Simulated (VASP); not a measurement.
# Na2Hg (P6_3/mmc) in VASP: notebook

Runs on Na2Hg. Level: PBE. Tasks: single point.

Program: VASP 6.6.1. These are calculated values, not measurements. Logs are shortened: lines on timing, memory, paths and dates and some standing lists are left out, and cuts for length are marked.

## (1) The cell of the first run

Symmetry: P6_3/mmc, No. 194, hexagonal system. Conventional cell: a = 5.407 Å, b = 5.407 Å, c = 6.741 Å, α = 90.00°, β = 90.00°, γ = 120.00°. Na (site symmetry -6m2) has 5 Hg at 3.12 to 3.37 Å and 6 Na at 3.55 Å within 4.1 Å. Within 4.4 Å of Na (site symmetry -3m) lie 8 Na at 3.37 to 3.55 Å and 6 Hg at 3.55 Å. Within 4.1 Å of Hg (site symmetry -6m2) lie 11 Na at 3.12 to 3.55 Å.

## (2) Single point, PBE

Input file INCAR:

```
  PREC = Accurate
  ENCUT = 520
  EDIFF = 1E-7
  ISMEAR = 0
  SIGMA = 0.1
  LREAL = F
  LASPH = T
  NELM = 80
  ALGO = Fast
  ISIF = 2
  LWAVE = F
  LCHARG = F
  GGA = PE
  NBANDS = 35
```

Input file KPOINTS:

```
Automatic mesh
0
Gamma
  6 6 4
```

Input file POSCAR:

```
Na2Hg
1.0
    5.4072076258      0.0000000000      0.0000000000
   -2.7036038129      4.6827791674      0.0000000000
    0.0000000000      0.0000000000      6.7411084075
Na Hg
4 2
Direct
    0.3333333333      0.6666666667      0.2500000000
    0.6666666667      0.3333333333      0.7500000000
    0.0000000000      0.0000000000      0.0000000000
    0.0000000000      0.0000000000      0.5000000000
    0.3333333333      0.6666666667      0.7500000000
    0.6666666667      0.3333333333      0.2500000000
```

Potentials or basis: VASP PAW PBE potentials, release 64 (Na_pv, Hg).

Launch:

```bash
> cat potpaw_PBE.64/Na_pv/POTCAR potpaw_PBE.64/Hg/POTCAR > POTCAR
> mpirun -np 1 vasp_std > vasp.out
```

OUTCAR:

```text
PREC = Accurate
   ENCUT = 520
   EDIFF = 1E-7
   ISMEAR = 0
   LREAL = F
   LASPH = T
   NELM = 80
   ISIF = 2
   GGA = PE

 ion  position               nearest neighbor table
   1  0.333  0.667  0.250-   6 3.12   6 3.12   6 3.12
   2  0.667  0.333  0.750-   5 3.12   5 3.12   5 3.12
   3  0.000  0.000  0.000-
   4  0.000  0.000  0.500-
   5  0.333  0.667  0.750-   2 3.12   2 3.12   2 3.12
   6  0.667  0.333  0.250-   1 3.12   1 3.12   1 3.12

  LATTYP: Found a hexagonal cell.
 ALAT       =     5.4072076258
 C/A-ratio  =     1.2466893957

  Lattice vectors:

 A1 = (   5.4072076258,   0.0000000000,   0.0000000000)
 A2 = (  -2.7036038129,   4.6827791674,   0.0000000000)
 A3 = (   0.0000000000,   0.0000000000,   6.7411084075)

Analysis of symmetry for initial positions (statically):
=====================================================================
 Subroutine PRICEL returns:
 Original cell was already a primitive cell.

 Routine SETGRP: Setting up the symmetry group for a
 hexagonal supercell.

 Subroutine GETGRP returns: Found 24 space group operations
 (whereof 12 operations were pure point group operations)
 out of a pool of 24 trial point group operations.

The static configuration has the point symmetry D_3d.
 The point group associated with its full space group is D_6h.

Analysis of symmetry for dynamics (positions and initial velocities):
=====================================================================
 Subroutine PRICEL returns:
 Original cell was already a primitive cell.

 Routine SETGRP: Setting up the symmetry group for a
 hexagonal supercell.

 Subroutine GETGRP returns: Found 24 space group operations
 (whereof 12 operations were pure point group operations)
 out of a pool of 24 trial point group operations.

The dynamic configuration has the point symmetry D_3d.
 The point group associated with its full space group is D_6h.

 Subroutine INISYM returns: Found 24 space group operations
 (whereof 12 operations are pure point group operations),
 and found     1 'primitive' translations

----------------------------------------------------------------------------------------

                                     Primitive cell

  volume of cell :     170.6900

  direct lattice vectors                    reciprocal lattice vectors
     5.407207626  0.000000000  0.000000000     0.184938340  0.106774200  0.000000000
    -2.703603813  4.682779167  0.000000000     0.000000000  0.213548400  0.000000000
     0.000000000  0.000000000  6.741108407     0.000000000  0.000000000  0.148343557

  length of vectors
     5.407207626  5.407207626  6.741108407     0.213548400  0.213548400  0.148343557

  position of ions in fractional coordinates (direct lattice)
     0.333333333  0.666666667  0.250000000
     0.666666667  0.333333333  0.750000000
     0.000000000  0.000000000  0.000000000
     0.000000000  0.000000000  0.500000000
     0.333333333  0.666666667  0.750000000
     0.666666667  0.333333333  0.250000000

  ion indices of the primitive-cell ions
   primitive index   ion index
                 1           1
                 2           2
                 3           3
                 4           4
                 5           5
                 6           6

----------------------------------------------------------------------------------------

 KPOINTS: Automatic mesh

Automatic generation of k-mesh.
 Grid dimensions read from file:
 generate k-points for:    6    6    4

 Generating k-lattice:

  Cartesian coordinates                     Fractional coordinates (reciprocal lattice)
     0.030823057  0.017795700  0.000000000     0.166666667  0.000000000  0.000000000
     0.000000000  0.035591400  0.000000000     0.000000000  0.166666667  0.000000000
     0.000000000  0.000000000  0.037085889     0.000000000  0.000000000  0.250000000

  Length of vectors
     0.035591400  0.035591400  0.037085889

  Shift w.r.t. Gamma in fractional coordinates (k-lattice)
     0.000000000  0.000000000  0.000000000

 Subroutine IBZKPT returns following result:
 ===========================================

 Found     21 irreducible k-points:

 Following reciprocal coordinates:
            Coordinates               Weight
  0.000000  0.000000  0.000000      1.000000
  0.166667 -0.000000  0.000000      6.000000
  0.333333  0.000000  0.000000      6.000000
  0.500000 -0.000000  0.000000      3.000000
  0.166667  0.166667  0.000000      6.000000
  0.333333  0.166667  0.000000     12.000000
[... 13 lines left out ...]
  0.333333  0.166667  0.500000     12.000000
  0.333333  0.333333  0.500000      2.000000
   k-points           NKPTS =     21   k-points in BZ     NKDIM =     21   number of bands    NBANDS=     35
   number of dos      NEDOS =    301   number of ions     NIONS =      6
   total plane-waves  NPLWV =  80000
   dimension x,y,z NGX =    40 NGY =   40 NGZ =   50
   dimension x,y,z NGXF=    80 NGYF=   80 NGZF=  100
   ions per type =               4   2
   NGX,Y,Z   is equivalent  to a cutoff of  12.30, 12.30, 12.33 a.u.
   NGXF,Y,Z  is equivalent  to a cutoff of  24.60, 24.60, 24.66 a.u.
 SYSTEM =  unknown system
   PREC   = accura    normal or accurate (medium, high low for compatibility)
   ISTART =      0    job   : 0-new  1-cont  2-samecut
   ICHARG =      2    charge: 1-file 2-atom 10-const
   ISPIN  =      1    spin polarized calculation?
   LNONCOLLINEAR =      F non collinear calculations
   LSORBIT =      F    spin-orbit coupling
   LASPH  =      T    aspherical Exc in radial PAW
   ENCUT  =  520.0 eV  38.22 Ry    6.18 a.u.  10.05 10.05 12.53*2*pi/ulx,y,z
   NELM   =     80;   NELMIN=  2; NELMDL= -5     # of ELM steps
   EDIFF  = 0.1E-06   stopping-criterion for ELM
   LREAL  =      F    real-space projection
   EDIFFG = 0.1E-05   stopping-criterion for IOM
   NSW    =      0    number of steps for IOM
   IBRION =     -1    ionic relax: 0-MD 1-quasi-New 2-CG
   NFREE  =      0    steps in history (QN), initial steepest desc. (CG)
   ISIF   =      2    stress and relaxation
   ISYM   =      2    0-nonsym 1-usesym 2-fastsym
   POTIM  = 0.5000    time-step for ionic-motion
   TEBEG  =    0.0;   TEEND  =   0.0 temperature during run
   PSTRESS=    0.0 pullay stress
   NELECT =      52.0000    total number of electrons
   NUPDOWN=      -1.0000    fix difference up-down
   EMIN   =  10.00;   EMAX   =-10.00  energy-range for DOS
   EFERMI =   0.00;   METHOD = LEGACY
   ISMEAR =     0;   SIGMA  =   0.10  broadening in eV -4-tet -1-fermi 0-gaus
   EFERMI_NEDOS =   21; number of points for ismear=-14 and -15
   IALGO  =     68    algorithm
   IMIX   =      4    mixing-type and parameters
     AMIX     =   0.40;   BMIX     =  1.00
     AMIX_MAG =   1.60;   BMIX_MAG =  1.00
  volume/ion in A,a.u.               =      28.45       191.98
  Fermi-wavevector in a.u.,A,eV,Ry     =   1.101556  2.081639 16.509659  1.213426
  Thomas-Fermi vector in A             =   2.237985
   LORBIT       =      0    0 simple, 1 ext, 2 COOP (PROOUT), +10 PAW based schemes
   GGA     = PE    functional components
   LHFCALC =     F    Hartree Fock is set to
   AEXX    =    0.0000 exact exchange contribution
   IVDW    =     0    specifies the selected vdW correction
   LEPSILON=     F    determine dielectric tensor
   LRPA    =     F    only Hartree local field effects (RPA)
 non-spin polarized calculation
 RMM-DIIS sequential band-by-band and
 Gauss-broadening in eV      SIGMA  =   0.10
  energy-cutoff  :      520.00
  volume of cell :      170.69
 maximum number of plane-waves:      4627
   NGX = 21   NGY = 21   NGZ = 25

 number of electron      51.9999964 magnetization

 Free energy of the ion-electron system (eV)
  ---------------------------------------------------
  ext. energy  EPLUGINS =         0.00000000
  ---------------------------------------------------
  free energy    TOTEN  =        -6.76412750 eV

  energy without entropy =       -6.75465683  energy(sigma->0) =       -6.75939216

 E-fermi :   1.2754     XC(G=0):  -8.0657

 val. band max:        1.1613441962   @ k =   0.3333   0.1667   0.0000
 cond. band min:       1.3514224126   @ k =   0.3333   0.1667   0.5000
 fundamental gap:      0.1900782164
 Fermi energy:         1.2753629668

 k-point     1 :       0.0000    0.0000    0.0000
  band No.  band energies     occupation
      1     -23.4713      2.00000
      2     -23.4244      2.00000
      3     -23.4244      2.00000
      4     -23.4187      2.00000
      5     -23.4174      2.00000
      6     -23.4174      2.00000
[... 27 lines left out ...]
     34       6.3963      0.00000
     35       6.9510      0.00000

 k-point     2 :       0.1667   -0.0000    0.0000
  band No.  band energies     occupation
      1     -23.4715      2.00000
      2     -23.4246      2.00000
      3     -23.4243      2.00000
      4     -23.4186      2.00000
      5     -23.4177      2.00000
      6     -23.4174      2.00000
[... 27 lines left out ...]
     34       6.1295      0.00000
     35       6.8223      0.00000

 k-point     3 :       0.3333    0.0000    0.0000
  band No.  band energies     occupation
      1     -23.4719      2.00000
      2     -23.4249      2.00000
      3     -23.4242      2.00000
      4     -23.4186      2.00000
      5     -23.4183      2.00000
      6     -23.4175      2.00000
[... 27 lines left out ...]
     34       6.5825      0.00000
     35       7.0116      0.00000
[... 609 lines left out ...]
 k-point    20 :       0.3333    0.1667    0.5000
  band No.  band energies     occupation
      1     -23.4454      2.00000
      2     -23.4454      2.00000
      3     -23.4219      2.00000
      4     -23.4219      2.00000
      5     -23.4208      2.00000
      6     -23.4208      2.00000
[... 27 lines left out ...]
     34       7.0716      0.00000
     35       7.3669      0.00000

 k-point    21 :       0.3333    0.3333    0.5000
  band No.  band energies     occupation
      1     -23.4454      2.00000
      2     -23.4454      2.00000
      3     -23.4223      2.00000
      4     -23.4223      2.00000
      5     -23.4206      2.00000
      6     -23.4206      2.00000
[... 27 lines left out ...]
     34       7.1165      0.00000
     35       7.4027      0.00000

------------------------ aborting loop because EDIFF is reached ----------------------------------------

  FORCE on cell =-STRESS in cart. coord.  units (eV):
  Direction    XX          YY          ZZ          XY          YZ          ZX
  --------------------------------------------------------------------------------------
  -------------------------------------------------------------------------------------
  Total       -0.0097878     -0.0097878      0.1011910      0.0000000     -0.0000000      0.0000000
  in kB       -0.0918732     -0.0918732      0.9498267      0.0000000     -0.0000000      0.0000000
  external PRESSURE =       0.2553601 kB  Pullay stress =       0.0000000 kB

 VOLUME and BASIS-vectors are now :
 -----------------------------------------------------------------------------
  energy-cutoff  :      520.00
  volume of cell :      170.69
      direct lattice vectors                 reciprocal lattice vectors
     5.407207626  0.000000000  0.000000000     0.184938340  0.106774200  0.000000000
    -2.703603813  4.682779167  0.000000000     0.000000000  0.213548400  0.000000000
     0.000000000  0.000000000  6.741108407     0.000000000  0.000000000  0.148343557

 POSITION                                       TOTAL-FORCE (eV/Angst)
 -----------------------------------------------------------------------------------
     -0.00000      3.12185      1.68528         0.000000      0.000000      0.000000
      2.70360      1.56093      5.05583         0.000000      0.000000      0.000000
      0.00000      0.00000      0.00000        -0.000000      0.000000      0.000000
      0.00000      0.00000      3.37055        -0.000000      0.000000      0.000000
     -0.00000      3.12185      5.05583         0.000000     -0.000000      0.000000
      2.70360      1.56093      1.68528        -0.000000      0.000000      0.000000
 -----------------------------------------------------------------------------------
    total drift:                               -0.000000      0.000000     -0.000000

  FREE ENERGIE OF THE ION-ELECTRON SYSTEM (eV)
  ---------------------------------------------------
  free  energy   TOTEN  =        -6.7641275018 eV

  energy  without entropy=       -6.7546568260  energy(sigma->0) =       -6.75939216
```

It took 2.8 min on 1 thread of Oxide Virtual Turin-like, shared host; peak memory 0.29 GiB.

Results:

```
Free energy            : -6.7641 eV
Pressure               : 0.0 GPa
Band gap on the k mesh : zero (band 26 reaches 2.97 eV, above the bottom of band 27 at 0.47 eV)
```

Stress tensor (GPa, compression positive):
```
-0.01  0.00  0.00
 0.00 -0.01  0.00
 0.00  0.00  0.09
```

Caveat: spin-orbit coupling is left out, which moves the levels of the heavy elements.

(Continued in part 2 of 2.)
